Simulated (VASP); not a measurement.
# CoO (R-3m) in VASP: settings compared, part 2 of 3

VASP 6.6.1. Earlier steps stand in the parts before.

## Step 3: Single point, PBEsol, collinear spin, ferromagnetic start (9.77 Å³/atom)

This run uses another cell than the first one, of 9.77 Å³/atom.

Contents of INCAR:

```
SYSTEM = CoO
PREC = Accurate ; ENCUT = 520
EDIFF = 1E-6 ; ISMEAR = -1
SIGMA = 0.05 ; LREAL = .False.
LASPH = .True. ; NELM = 150
ALGO = Normal ; ISIF = 2
LWAVE = .False. ; LCHARG = .True.
ISPIN = 2 ; MAGMOM = 2 0
LORBIT = 11 ; LMAXMIX = 4
GGA = PS ; LELF = .True.
LVHAR = .True. ; NBANDS = 18
```

Contents of KPOINTS:

```
regular mesh
0
Gamma
  11 11 11
  0 0 0
```

Contents of POSCAR:

```
CoO
1.0
    1.5154398320      0.8749395950      2.4560858334
   -1.5154398320      0.8749395950      2.4560858334
    0.0000000000     -1.7498791900      2.4560858334
Co O
1 1
Direct
    0.0000000000      0.0000000000      0.0000000000
    0.5000000000      0.5000000000      0.5000000000
```

Potentials or basis: VASP PAW PBE potentials, release 64 (Co, O).

On the command line:

```
$ cat potpaw_PBE.64/Co/POTCAR potpaw_PBE.64/O/POTCAR > POTCAR
$ mpirun -np 1 vasp_std > vasp.out
```

OUTCAR:

```text
SYSTEM = CoO
   PREC = Accurate
   ENCUT = 520
   EDIFF = 1E-6
   ISMEAR = -1
   LREAL = .False.
   LASPH = .True.
   NELM = 150
   ISIF = 2
   ISPIN = 2
   LORBIT = 11
   GGA = PS

 ion  position               nearest neighbor table
   1  0.000  0.000  0.000-   2 2.14   2 2.14   2 2.14   2 2.14   2 2.14   2 2.14
   2  0.500  0.500  0.500-   1 2.14   1 2.14   1 2.14   1 2.14   1 2.14   1 2.14

  LATTYP: Found a trigonal (rhomboedric) cell.
 ALAT       =     3.0156980619
 COS(alpha) =     0.4949531368

  Lattice vectors:

 A1 = (   1.5154398320,   0.8749395950,   2.4560858334)
 A2 = (  -1.5154398320,   0.8749395950,   2.4560858334)
 A3 = (   0.0000000000,  -1.7498791900,   2.4560858334)

Analysis of symmetry for initial positions (statically):
=====================================================================
 Subroutine PRICEL returns:
 Original cell was already a primitive cell.

 Routine SETGRP: Setting up the symmetry group for a
 trigonal (rhombohedral) supercell.

 Subroutine GETGRP returns: Found 12 space group operations
 (whereof 12 operations were pure point group operations)
 out of a pool of 12 trial point group operations.

The static configuration has the point symmetry D_3d.

Analysis of symmetry for dynamics (positions and initial velocities):
=====================================================================
 Subroutine PRICEL returns:
 Original cell was already a primitive cell.

 Routine SETGRP: Setting up the symmetry group for a
 trigonal (rhombohedral) supercell.

 Subroutine GETGRP returns: Found 12 space group operations
 (whereof 12 operations were pure point group operations)
 out of a pool of 12 trial point group operations.

The dynamic configuration has the point symmetry D_3d.

Analysis of structural, dynamic, and magnetic symmetry:
=====================================================================
 Subroutine PRICEL returns:
 Original cell was already a primitive cell.

 Routine SETGRP: Setting up the symmetry group for a
[... 148 lines left out ...]
  ---------------------------------------------------
  free energy    TOTEN  =       -13.94590927 eV

  energy without entropy =      -13.91321070  energy(sigma->0) =      -13.92955998

 E-fermi :   7.6657     XC(G=0): -12.5976

 val. band max:        7.6646623194   @ k =  -0.4545  -0.4545   0.2727
 cond. band min:       7.6695574747   @ k =   0.4545  -0.0000   0.0000
 fundamental gap:      0.0048951552
 Fermi energy:         7.6656957118

 spin component 1

 k-point     1 :       0.0000    0.0000    0.0000
  band No.  band energies     occupation
      1     -12.4587      1.00000
      2       4.3804      1.00000
      3       4.3804      1.00000
      4       4.4751      1.00000
      5       4.4751      1.00000
      6       4.5207      1.00000
[... 493 lines left out ...]
     17      34.9651      0.00000
     18      36.7587      0.00000

 [... further k-points ...]

 spin component 2

 k-point     1 :       0.0000    0.0000    0.0000
  band No.  band energies     occupation
      1     -11.9132      1.00000
      2       5.0904      1.00000
      3       5.0904      1.00000
      4       5.1432      1.00000
      5       6.5758      1.00000
      6       6.5758      1.00000
[... 493 lines left out ...]
     17      35.5769      0.00000
     18      37.3641      0.00000

 [... further k-points ...]

------------------------ aborting loop because EDIFF is reached ----------------------------------------

  FORCE on cell =-STRESS in cart. coord.  units (eV):
  Direction    XX          YY          ZZ          XY          YZ          ZX
  --------------------------------------------------------------------------------------
  -------------------------------------------------------------------------------------
  Total       -1.5650219     -1.5650219     -1.5932550      0.0000000     -0.0000000      0.0000000
  in kB     -128.3274175   -128.3274175   -130.6424524      0.0000000     -0.0000000      0.0000000
  external PRESSURE =    -129.0990958 kB  Pullay stress =       0.0000000 kB

 VOLUME and BASIS-vectors are now :
 -----------------------------------------------------------------------------
  energy-cutoff  :      520.00
  volume of cell :       19.54
      direct lattice vectors                 reciprocal lattice vectors
     1.515439832  0.874939595  2.456085833     0.329937217  0.190489341  0.135717298
    -1.515439832  0.874939595  2.456085833    -0.329937217  0.190489341  0.135717298
     0.000000000 -1.749879190  2.456085833     0.000000000 -0.380978682  0.135717298

 POSITION                                       TOTAL-FORCE (eV/Angst)
 -----------------------------------------------------------------------------------
      0.00000      0.00000      0.00000        -0.000000     -0.000000      0.000000
      0.00000      0.00000      3.68413         0.000000      0.000000      0.000000
 -----------------------------------------------------------------------------------
    total drift:                               -0.000000      0.000000     -0.000000

  FREE ENERGIE OF THE ION-ELECTRON SYSTEM (eV)
  ---------------------------------------------------
  free  energy   TOTEN  =       -13.9459092708 eV

  energy  without entropy=      -13.9132106975  energy(sigma->0) =      -13.92955998

 total charge

# of ion       s       p       d       tot
------------------------------------------
    1        0.294   0.354   7.134   7.782
    2        1.551   3.395   0.000   4.945
--------------------------------------------------
tot          1.845   3.748   7.134  12.727

 magnetization (x)

# of ion       s       p       d       tot
------------------------------------------
    1        0.020   0.017   2.541   2.578
    2        0.029   0.291   0.000   0.319
--------------------------------------------------
tot          0.048   0.308   2.541   2.897
```

OSZICAR:

```text
N       E                     dE             d eps       ncg     rms          rms(c)
DAV:   1     0.777221797763E+02    0.77722E+02   -0.64534E+03 10864   0.949E+02
DAV:   2    -0.113184371845E+02   -0.89041E+02   -0.76911E+02 11016   0.222E+02
DAV:   3    -0.162468363626E+02   -0.49284E+01   -0.47667E+01 12238   0.555E+01
DAV:   4    -0.162981723834E+02   -0.51336E-01   -0.51289E-01 12742   0.540E+00
DAV:   5    -0.162993148049E+02   -0.11424E-02   -0.11422E-02 12850   0.810E-01    0.162E+01
DAV:   6    -0.154162492137E+02    0.88307E+00   -0.17145E+01 13240   0.619E+01    0.205E+01
DAV:   7    -0.140687882979E+02    0.13475E+01   -0.79640E+00 12956   0.484E+01    0.807E+00
DAV:   8    -0.139645769806E+02    0.10421E+00   -0.40221E-01 14998   0.976E+00    0.395E+00
DAV:   9    -0.139679842117E+02   -0.34072E-02   -0.27198E-01 15390   0.850E+00    0.285E+00
DAV:  10    -0.139477528954E+02    0.20231E-01   -0.93482E-02 15448   0.588E+00    0.520E-01
DAV:  11    -0.139461962175E+02    0.15567E-02   -0.21605E-02 15070   0.197E+00    0.361E-01
DAV:  12    -0.139459345597E+02    0.26166E-03   -0.19249E-03 15252   0.587E-01    0.919E-02
DAV:  13    -0.139459452382E+02   -0.10679E-04   -0.10374E-04 11936   0.859E-02    0.101E-01
DAV:  14    -0.139459087230E+02    0.36515E-04   -0.50972E-05 16288   0.107E-01    0.258E-02
DAV:  15    -0.139459092708E+02   -0.54777E-06   -0.53556E-06 14022   0.249E-02
   1 F= -.13945909E+02 E0= -.13929560E+02  d E =-.326986E-01  mag=     2.9509
```

stdout:

```text
POSCAR found type information on POSCAR CoO
 POSCAR found :  2 types and       2 ions
 scaLAPACK will be used
 -----------------------------------------------------------------------------
|                                                                             |
|                                                                             |
|     You enforced a specific xc type in the INCAR file but a different       |
|     I HOPE YOU KNOW WHAT YOU ARE DOING!                                     |
|                                                                             |
 -----------------------------------------------------------------------------

 LDA part: xc-table for (Slater+PW92), standard interpolation
 POSCAR, INCAR and KPOINTS ok, starting setup
 FFT: planning ... GRIDC
 FFT: planning ... GRID_SOFT
 FFT: planning ... GRID
 WAVECAR not read
 entering main loop
```

It took 36 s on 1 thread of Intel Xeon 6975P-C (Granite Rapids), shared host; peak memory 0.21 GiB.

What came out:

```
Free energy                                           : -13.9459 eV
Pressure                                              : -12.9 GPa
Net moment                                            : 2.95 μB per cell
Site moments                                          : Co +2.58; O +0.32 μB
Valence electrons inside the program's atomic spheres : Co 7.78; O 4.95
```

Stress tensor (GPa, compression positive):
```
-12.83   0.00   0.00
  0.00 -12.83   0.00
  0.00   0.00 -13.06
```

Levels at points of the mesh, in eV from the Fermi level:
Spin up:
```tsv
k point	band 6	band 7	band 8	band 9	band 10	band 11	band 12	band 13
(0.00, 0.00, 0.00)	-3.14	-3.14	-3.14	-3.11	0.78	16.53	17.76	17.76
```
Spin down:
```
           k point  band 3  band 4  band 5  band 6  band 7  band 8  band 9  band 10
(0.00, 0.00, 0.00)   -2.58   -2.52   -1.09   -1.09   -1.06   -0.12   -0.12     1.34
```

Caveat: the cell stands under tension; the PAW data sets were made with another functional, which shifts forces and pressure a little; a cell with one magnetic atom can't hold antiferromagnetic order, which such compounds often take; semilocal functionals often make such compounds metallic where correlation or magnetic order opens a gap, which also shifts bond lengths. With open d or f shells a metallic result of PBEsol can be an artefact of self-interaction; +U or a hybrid may open a gap.

## Step 4: Single point, PBEsol, collinear spin, ferromagnetic start (9.96 Å³/atom)

This run uses another cell than the first one, of 9.96 Å³/atom.

Contents of INCAR:

```
SYSTEM = CoO
PREC = Accurate
ENCUT = 520
EDIFF = 1E-7
ISMEAR = -1
SIGMA = 0.05
LREAL = .False.
LASPH = .True.
NELM = 150
ALGO = Normal
ISIF = 2
LWAVE = .False.
LCHARG = .False.
ISPIN = 2
MAGMOM = 2 0
LORBIT = 11
LMAXMIX = 4
GGA = PS
NBANDS = 18
```

KPOINTS is that of step 3.

Contents of POSCAR:

```
CoO
1.0
    1.5252806262      0.8806211801      2.4720348897
   -1.5252806262      0.8806211801      2.4720348897
    0.0000000000     -1.7612423603      2.4720348897
Co O
1 1
Direct
    0.0000000000      0.0000000000      0.0000000000
    0.5000000000      0.5000000000      0.5000000000
```

On the command line:

```
$ cat potpaw_PBE.64/Co/POTCAR potpaw_PBE.64/O/POTCAR > POTCAR
$ mpirun -np 1 vasp_std > vasp.out
```

It took 48 s on 1 thread of Intel Xeon 6975P-C (Granite Rapids), shared host; peak memory 0.21 GiB.

It converged, with:

```
Free energy                                           : -13.9130 eV
Pressure                                              : -15.4 GPa
Band gap on the k mesh                                : zero (filled and empty bands overlap)
Net moment                                            : 2.98 μB per cell
Site moments                                          : Co +2.60; O +0.33 μB
Valence electrons inside the program's atomic spheres : Co 7.75; O 4.94
```

Stress tensor (GPa, compression positive):
```
-15.31   0.00   0.00
  0.00 -15.31   0.00
  0.00   0.00 -15.47
```

Levels at points of the mesh, in eV from the Fermi level:
Spin up:
| k point | band 5 | band 6 | band 7 | band 8 | band 9 | band 10 | band 11 | band 12 | band 13 | band 14 |
| --- | --- | --- | --- | --- | --- | --- | --- | --- | --- | --- |
| (0.00, 0.00, 0.00) | -3.13 | -3.11 | -3.11 | -3.09 | -3.06 | 0.69 | 16.48 | 17.61 | 17.61 | 17.82 |
Spin down:
```tsv
k point	band 4	band 5	band 6	band 7	band 8	band 9
(0.00, 0.00, 0.00)	-2.43	-1.05	-1.05	-1.02	-0.09	-0.09
```

Caveat: the cell stands under tension; the PAW data sets were made with another functional, which shifts forces and pressure a little; a cell with one magnetic atom can't hold antiferromagnetic order, which such compounds often take; semilocal functionals often make such compounds metallic where correlation or magnetic order opens a gap, which also shifts bond lengths. With open d or f shells a metallic result of PBEsol can be an artefact of self-interaction; +U or a hybrid may open a gap.

## Step 5: Single point, PBEsol, collinear spin, ferromagnetic start (10.15 Å³/atom)

This run uses another cell than the first one, of 10.15 Å³/atom.

Contents of INCAR:

```
SYSTEM = CoO
ALGO = Normal
EDIFF = 1E-6
ENCUT = 520
GGA = PS
ISIF = 2
ISMEAR = -1
ISPIN = 2
LASPH = .TRUE.
LCHARG = .TRUE.
LELF = .TRUE.
LMAXMIX = 4
LORBIT = 11
LREAL = .FALSE.
LVHAR = .TRUE.
LWAVE = .FALSE.
MAGMOM = 2 0
NBANDS = 18
NELM = 150
PREC = Accurate
SIGMA = 0.05
```

Contents of KPOINTS:

```
k-points
0
G
  11 11 11
  0 0 0
```

Contents of POSCAR:

```
CoO
1.0
    1.5349960513      0.8862303835      2.4877807593
   -1.5349960513      0.8862303835      2.4877807593
    0.0000000000     -1.7724607669      2.4877807593
Co O
1 1
Direct
    0.0000000000      0.0000000000      0.0000000000
    0.5000000000      0.5000000000      0.5000000000
```

On the command line:

```
$ cat potpaw_PBE.64/Co/POTCAR potpaw_PBE.64/O/POTCAR > POTCAR
$ mpirun -np 1 vasp_std > vasp.out
```

Run time: 44 s. Hardware: 1 thread of Intel Xeon 6975P-C (Granite Rapids), shared host; peak memory 0.21 GiB.

The run converged. Its results:

- Free energy: -13.8738 eV
- Pressure: -17.9 GPa
- Band gap on the k mesh: zero (filled and empty bands overlap)
- Net moment: 2.99 μB per cell
- Site moments: Co +2.60; O +0.33 μB
- Valence electrons inside the program's atomic spheres: Co 7.72; O 4.93

Stress tensor (GPa, compression positive):
```
-17.84   0.00   0.00
  0.00 -17.84   0.00
  0.00   0.00 -17.94
```

Levels at points of the mesh, in eV from the Fermi level:
Spin up:
```
           k point  band 7  band 8  band 9  band 10  band 11  band 12
(0.00, 0.00, 0.00)   -3.03   -3.03   -2.98     0.60    16.42    17.47
```
Spin down:
| k point | band 2 | band 3 | band 4 | band 5 | band 6 | band 7 | band 8 | band 9 | band 10 | band 11 |
| --- | --- | --- | --- | --- | --- | --- | --- | --- | --- | --- |
| (0.00, 0.00, 0.00) | -2.41 | -2.41 | -2.36 | -1.01 | -1.01 | -0.99 | -0.07 | -0.07 | 1.16 | 16.35 |

Caveat: the cell stands under tension; the PAW data sets were made with another functional, which shifts forces and pressure a little; a cell with one magnetic atom can't hold antiferromagnetic order, which such compounds often take; semilocal functionals often make such compounds metallic where correlation or magnetic order opens a gap, which also shifts bond lengths. With open d or f shells a metallic result of PBEsol can be an artefact of self-interaction; +U or a hybrid may open a gap.

(Continued in part 3 of 3.)
